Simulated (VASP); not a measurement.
# Ca (P6_3/mmc) in VASP: single point with LDA

Aim: the single point of Ca with LDA.

Everything below comes from runs of VASP 6.6.1. Logs are shortened: lines on timing, memory, paths and dates and some standing lists are left out, and cuts for length are marked.

### 1 The cell of the first run

Symmetry: P6_3/mmc, No. 194, hexagonal system. The conventional cell has a = 4.012 Å, b = 4.012 Å, c = 13.818 Å, α = 90.00°, β = 90.00°, γ = 120.00°. Ca (site symmetry -3m) has 12 Ca at 4.01 to 4.16 Å within 5.3 Å. Ca (site symmetry -6m2) has 12 Ca at 4.01 to 4.16 Å within 5.3 Å.

This isn't the form of Ca at room conditions, which is fcc.

### 2 Single point, LDA (strained)

The input, INCAR:

```
  ALGO = Fast
  EDIFF = 1E-7
  ENCUT = 520
  ISIF = 2
  ISMEAR = 0
  LASPH = True
  LCHARG = False
  LREAL = False
  LWAVE = False
  NBANDS = 28
  NELM = 100
  PREC = Accurate
  SIGMA = 0.1
```

The input, KPOINTS:

```
k-points
0
Gamma
  12 12 4
```

The input, POSCAR:

```
Ca
1.0
    4.0118524339      0.0000000000      0.0000000000
   -2.0059262169      3.4743661240      0.0000000000
    0.0000000000      0.0000000000     13.8181547591
Ca
4
Direct
    0.0000000000      0.0000000000      0.0000000000
    0.3333333300      0.6666666700      0.2500000000
    0.0000000000      0.0000000000      0.5000000000
    0.6666666700      0.3333333300      0.7500000000
```

Potentials or basis: VASP PAW LDA potentials, release 64 (Ca_sv).

Started as:

```sh
cat potpaw_LDA.64/Ca_sv/POTCAR > POTCAR
mpirun -np 1 vasp_std > vasp.out
```

OUTCAR:

```text
EDIFF = 1E-7
   ENCUT = 520
   ISIF = 2
   ISMEAR = 0
   LASPH = True
   LREAL = False
   NELM = 100
   PREC = Accurate

 ion  position               nearest neighbor table
   1  0.000  0.000  0.000-
   2  0.333  0.667  0.250-
   3  0.000  0.000  0.500-
   4  0.667  0.333  0.750-

  LATTYP: Found a hexagonal cell.
 ALAT       =     4.0118524339
 C/A-ratio  =     3.4443327582

  Lattice vectors:

 A1 = (   4.0118524339,   0.0000000000,   0.0000000000)
 A2 = (  -2.0059262169,   3.4743661240,   0.0000000000)
 A3 = (   0.0000000000,   0.0000000000,  13.8181547591)

Analysis of symmetry for initial positions (statically):
=====================================================================
 Subroutine PRICEL returns:
 Original cell was already a primitive cell.

 Routine SETGRP: Setting up the symmetry group for a
 hexagonal supercell.

 Subroutine GETGRP returns: Found 24 space group operations
 (whereof 12 operations were pure point group operations)
 out of a pool of 24 trial point group operations.

The static configuration has the point symmetry D_3d.
 The point group associated with its full space group is D_6h.

Analysis of symmetry for dynamics (positions and initial velocities):
=====================================================================
 Subroutine PRICEL returns:
 Original cell was already a primitive cell.

 Routine SETGRP: Setting up the symmetry group for a
 hexagonal supercell.

 Subroutine GETGRP returns: Found 24 space group operations
 (whereof 12 operations were pure point group operations)
 out of a pool of 24 trial point group operations.

The dynamic configuration has the point symmetry D_3d.
 The point group associated with its full space group is D_6h.

 Subroutine INISYM returns: Found 24 space group operations
 (whereof 12 operations are pure point group operations),
 and found     1 'primitive' translations

----------------------------------------------------------------------------------------

                                     Primitive cell

  volume of cell :     192.6063

  direct lattice vectors                    reciprocal lattice vectors
     4.011852434  0.000000000  0.000000000     0.249261411  0.143911143  0.000000000
    -2.005926217  3.474366124  0.000000000     0.000000000  0.287822286  0.000000000
     0.000000000  0.000000000 13.818154759     0.000000000  0.000000000  0.072368563

  length of vectors
     4.011852434  4.011852434 13.818154759     0.287822286  0.287822286  0.072368563

  position of ions in fractional coordinates (direct lattice)
     0.000000000  0.000000000  0.000000000
     0.333333330  0.666666670  0.250000000
     0.000000000  0.000000000  0.500000000
     0.666666670  0.333333330  0.750000000

  ion indices of the primitive-cell ions
   primitive index   ion index
                 1           1
                 2           2
                 3           3
                 4           4

----------------------------------------------------------------------------------------

 KPOINTS: k-points

Automatic generation of k-mesh.
 Grid dimensions read from file:
 generate k-points for:   12   12    4

 Generating k-lattice:

  Cartesian coordinates                     Fractional coordinates (reciprocal lattice)
     0.020771784  0.011992595  0.000000000     0.083333333  0.000000000  0.000000000
     0.000000000  0.023985190  0.000000000     0.000000000  0.083333333  0.000000000
     0.000000000  0.000000000  0.018092141     0.000000000  0.000000000  0.250000000

  Length of vectors
     0.023985190  0.023985190  0.018092141

  Shift w.r.t. Gamma in fractional coordinates (k-lattice)
     0.000000000  0.000000000  0.000000000

 Subroutine IBZKPT returns following result:
 ===========================================

 Found     57 irreducible k-points:

 Following reciprocal coordinates:
            Coordinates               Weight
  0.000000  0.000000  0.000000      1.000000
  0.083333  0.000000  0.000000      6.000000
  0.166667  0.000000  0.000000      6.000000
  0.250000  0.000000  0.000000      6.000000
  0.333333  0.000000  0.000000      6.000000
  0.416667  0.000000  0.000000      6.000000
[... 16 lines left out ...]
  0.250000  0.000000  0.250000     12.000000
  0.333333  0.000000  0.250000     12.000000
 [... further k-points ...]
   k-points           NKPTS =     57   k-points in BZ     NKDIM =     57   number of bands    NBANDS=     28
   number of dos      NEDOS =    301   number of ions     NIONS =      4
   total plane-waves  NPLWV =  97200
   dimension x,y,z NGX =    30 NGY =   30 NGZ =  108
   dimension x,y,z NGXF=    60 NGYF=   60 NGZF=  216
   ions per type =               4
   NGX,Y,Z   is equivalent  to a cutoff of  12.43, 12.43, 12.99 a.u.
   NGXF,Y,Z  is equivalent  to a cutoff of  24.86, 24.86, 25.99 a.u.
 SYSTEM =  unknown system
   PREC   = accura    normal or accurate (medium, high low for compatibility)
   ISTART =      0    job   : 0-new  1-cont  2-samecut
   ICHARG =      2    charge: 1-file 2-atom 10-const
   ISPIN  =      1    spin polarized calculation?
   LNONCOLLINEAR =      F non collinear calculations
   LSORBIT =      F    spin-orbit coupling
   LASPH  =      T    aspherical Exc in radial PAW
   ENCUT  =  520.0 eV  38.22 Ry    6.18 a.u.   7.46  7.46 25.69*2*pi/ulx,y,z
   NELM   =    100;   NELMIN=  2; NELMDL= -5     # of ELM steps
   EDIFF  = 0.1E-06   stopping-criterion for ELM
   LREAL  =      F    real-space projection
   EDIFFG = 0.1E-05   stopping-criterion for IOM
   NSW    =      0    number of steps for IOM
   IBRION =     -1    ionic relax: 0-MD 1-quasi-New 2-CG
   NFREE  =      0    steps in history (QN), initial steepest desc. (CG)
   ISIF   =      2    stress and relaxation
   ISYM   =      2    0-nonsym 1-usesym 2-fastsym
   POTIM  = 0.5000    time-step for ionic-motion
   TEBEG  =    0.0;   TEEND  =   0.0 temperature during run
   PSTRESS=    0.0 pullay stress
   NELECT =      40.0000    total number of electrons
   NUPDOWN=      -1.0000    fix difference up-down
   EMIN   =  10.00;   EMAX   =-10.00  energy-range for DOS
   EFERMI =   0.00;   METHOD = LEGACY
   ISMEAR =     0;   SIGMA  =   0.10  broadening in eV -4-tet -1-fermi 0-gaus
   EFERMI_NEDOS =   21; number of points for ismear=-14 and -15
   IALGO  =     68    algorithm
   IMIX   =      4    mixing-type and parameters
     AMIX     =   0.40;   BMIX     =  1.00
     AMIX_MAG =   1.60;   BMIX_MAG =  1.00
  volume/ion in A,a.u.               =      48.15       324.94
  Fermi-wavevector in a.u.,A,eV,Ry     =   0.969478  1.832048 12.787948  0.939888
  Thomas-Fermi vector in A             =   2.099534
   LORBIT       =      0    0 simple, 1 ext, 2 COOP (PROOUT), +10 PAW based schemes
   GGA     = CA    functional components
   LHFCALC =     F    Hartree Fock is set to
   AEXX    =    0.0000 exact exchange contribution
   IVDW    =     0    specifies the selected vdW correction
   LEPSILON=     F    determine dielectric tensor
   LRPA    =     F    only Hartree local field effects (RPA)
 non-spin polarized calculation
 RMM-DIIS sequential band-by-band and
 Gauss-broadening in eV      SIGMA  =   0.10
  energy-cutoff  :      520.00
  volume of cell :      192.61
 maximum number of plane-waves:      5226
 NGX is ok and might be reduce to    30
   NGX = 15   NGY = 15   NGZ = 51

 number of electron      40.0000010 magnetization

 Free energy of the ion-electron system (eV)
  ---------------------------------------------------
  ext. energy  EPLUGINS =         0.00000000
  ---------------------------------------------------
  free energy    TOTEN  =        -8.35269343 eV

  energy without entropy =       -8.32506810  energy(sigma->0) =       -8.33888076

 E-fermi :   1.3292     XC(G=0):  -7.5470

 val. band max:        1.3287016869   @ k =   0.3333   0.2500   0.5000
 cond. band min:       1.3352563270   @ k =   0.1667   0.0000   0.2500
 fundamental gap:      0.0065546401
 Fermi energy:         1.3292401219

 k-point     1 :       0.0000    0.0000    0.0000
  band No.  band energies     occupation
      1     -40.5760      2.00000
      2     -40.5750      2.00000
      3     -40.5671      2.00000
      4     -40.5661      2.00000
      5     -21.8705      2.00000
      6     -21.8373      2.00000
[... 20 lines left out ...]
     27       3.4362      0.00000
     28       3.4667      0.00000

 k-point     2 :       0.0833    0.0000    0.0000
  band No.  band energies     occupation
      1     -40.5755      2.00000
      2     -40.5746      2.00000
      3     -40.5666      2.00000
      4     -40.5657      2.00000
      5     -21.8686      2.00000
      6     -21.8373      2.00000
[... 20 lines left out ...]
     27       3.3958      0.00000
     28       3.4063      0.00000

 k-point     3 :       0.1667    0.0000    0.0000
  band No.  band energies     occupation
      1     -40.5742      2.00000
      2     -40.5734      2.00000
      3     -40.5654      2.00000
      4     -40.5646      2.00000
      5     -21.8634      2.00000
      6     -21.8386      2.00000
[... 20 lines left out ...]
     27       3.2709      0.00000
     28       3.4788      0.00000

 k-point     4 :       0.2500    0.0000    0.0000
  band No.  band energies     occupation
      1     -40.5723      2.00000
      2     -40.5717      2.00000
      3     -40.5638      2.00000
      4     -40.5632      2.00000
      5     -21.8563      2.00000
      6     -21.8503      2.00000
[... 578 lines left out ...]
     27       3.3485      0.00000
     28       3.5336      0.00000

 k-point    23 :       0.2500    0.0000    0.2500
  band No.  band energies     occupation
      1     -40.5722      2.00000
      2     -40.5718      2.00000
      3     -40.5637      2.00000
      4     -40.5633      2.00000
      5     -21.8560      2.00000
      6     -21.8519      2.00000
[... 20 lines left out ...]
     27       3.0987      0.00000
     28       3.2708      0.00000

 k-point    24 :       0.3333    0.0000    0.2500
  band No.  band energies     occupation
      1     -40.5704      2.00000
      2     -40.5702      2.00000
      3     -40.5621      2.00000
      4     -40.5618      2.00000
      5     -21.8691      2.00000
      6     -21.8647      2.00000
[... 20 lines left out ...]
     27       2.9648      0.00000
     28       3.0289      0.00000

 [... further k-points ...]

------------------------ aborting loop because EDIFF is reached ----------------------------------------

  FORCE on cell =-STRESS in cart. coord.  units (eV):
  Direction    XX          YY          ZZ          XY          YZ          ZX
  --------------------------------------------------------------------------------------
  -------------------------------------------------------------------------------------
  Total       -3.2851464     -3.2851464     -4.4493642     -0.0000000      0.0000000      0.0000000
  in kB      -27.3271742    -27.3271742    -37.0116079     -0.0000000      0.0000000      0.0000000
  external PRESSURE =     -30.5553188 kB  Pullay stress =       0.0000000 kB

 VOLUME and BASIS-vectors are now :
 -----------------------------------------------------------------------------
  energy-cutoff  :      520.00
  volume of cell :      192.61
      direct lattice vectors                 reciprocal lattice vectors
     4.011852434  0.000000000  0.000000000     0.249261411  0.143911143  0.000000000
    -2.005926217  3.474366124  0.000000000     0.000000000  0.287822286  0.000000000
     0.000000000  0.000000000 13.818154759     0.000000000  0.000000000  0.072368563

 POSITION                                       TOTAL-FORCE (eV/Angst)
 -----------------------------------------------------------------------------------
      0.00000      0.00000      0.00000         0.000000      0.000000     -0.000000
     -0.00000      2.31624      3.45454         0.000000      0.000000     -0.000000
      0.00000      0.00000      6.90908         0.000000      0.000000     -0.000000
      2.00593      1.15812     10.36362        -0.000000     -0.000000      0.000000
 -----------------------------------------------------------------------------------
    total drift:                                0.000000     -0.000000      0.000000

  FREE ENERGIE OF THE ION-ELECTRON SYSTEM (eV)
  ---------------------------------------------------
  free  energy   TOTEN  =        -8.3526934280 eV

  energy  without entropy=       -8.3250680986  energy(sigma->0) =       -8.33888076
```

It took 5.1 min on 1 thread of Intel Xeon 6975P-C (Granite Rapids), shared host; peak memory 0.38 GiB.

Results:

```yaml
Free_energy: -8.3527 eV
Pressure: -3.1 GPa
Band_gap_on_the_k_mesh: zero (bands 20 and 21 overlap by 0.63 eV)
```

Stress tensor (GPa, compression positive):
```
-2.73  0.00  0.00
 0.00 -2.73  0.00
 0.00  0.00 -3.70
```

Caveat: the cell differs from its parent crystal (strained); the cell stands under tension.
